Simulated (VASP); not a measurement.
Input of a VASP 6.6.1 run:

The input INCAR:

```
SYSTEM = Hf
  PREC = Accurate
  ENCUT = 520
  EDIFF = 1E-6
  ISMEAR = -1
  SIGMA = 0.1
  LREAL = .False.
  LASPH = .True.
  NELM = 60
  ALGO = Normal
  ISIF = 2
  LWAVE = .False.
  LCHARG = .False.
  NBANDS = 17
```

The input KPOINTS:

```
regular mesh
0
Gamma
  12 12 12
  0 0 0
```

POSCAR

```
Hf
1.0
    0.0000000000      2.9076211571      2.9076211571
    2.9076211571      0.0000000000      2.9076211571
    2.9076211571      2.9076211571      0.0000000000
Hf
2
Direct
   -0.1250000000     -0.1250000000     -0.1250000000
    0.1250000000      0.1250000000      0.1250000000
```

Potentials or basis: VASP PAW LDA potentials, release 64 (Hf_pv).

Command:

```console
$ cat potpaw_LDA.64/Hf_pv/POTCAR > POTCAR
$ mpirun -np 1 vasp_std > vasp.out
```

**Question.** What does it give for the pressure?

**Answer.** 9.4 GPa.

**Question.** What does it give for the band gap on the k mesh?

**Answer.** Zero (band 10 reaches 3.73 eV, above the bottom of band 11 at 3.39 eV).

Caveat: spin-orbit coupling is left out, which moves the levels of the heavy elements.
